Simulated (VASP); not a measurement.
GaB, 2 atoms in the cell. It takes space group P4/mmm (No. 123, tetragonal). The conventional cell has a = 2.718 Å, b = 2.718 Å, c = 3.236 Å, α = 90.00°, β = 90.00°, γ = 90.00°. Within 3.3 Å of Ga (site symmetry 4/mmm) lie 8 B at 2.51 Å and 6 Ga at 2.72 to 3.24 Å. Within 3.3 Å of B (site symmetry 4/mmm) lie 8 Ga at 2.51 Å and 6 B at 2.72 to 3.24 Å. 

```yaml
Program: VASP 6.6.1
Task: single point
Functional: PBE0
Potentials_or_basis: VASP PAW PBE potentials, release 64 (Ga_d, B)
Cutoff: 520 eV
k_mesh: 6 × 6 × 5
Occupations: fermi-dirac, width 0.05 eV
Spin: no spin polarisation
Dipole_correction: no
Grid_for_exact_exchange_PRECFOCK: Normal
Further_INCAR_settings: ALGO = Normal; EDIFF = 1e-06; NBANDS = 15
Share_of_exact_exchange: 0.25
```

Potentials or basis: VASP PAW PBE potentials, release 64 (Ga_d, B).

Launch:

```console
$ cat potpaw_PBE.64/Ga_d/POTCAR potpaw_PBE.64/B/POTCAR > POTCAR
$ cp INCAR.step1 INCAR
$ mpirun -np 1 vasp_std > vasp.out
$ cp INCAR.step2 INCAR
$ mpirun -np 1 vasp_std > vasp.out
```

Hardware: 1 thread of Intel Xeon 8259CL (shared host).

Question: How long does it take, and how much memory?

Answer: Run time: 39 min on 1 thread of Intel Xeon 8259CL, on a shared host, peak memory 0.15 GiB. Counts: k points 30.
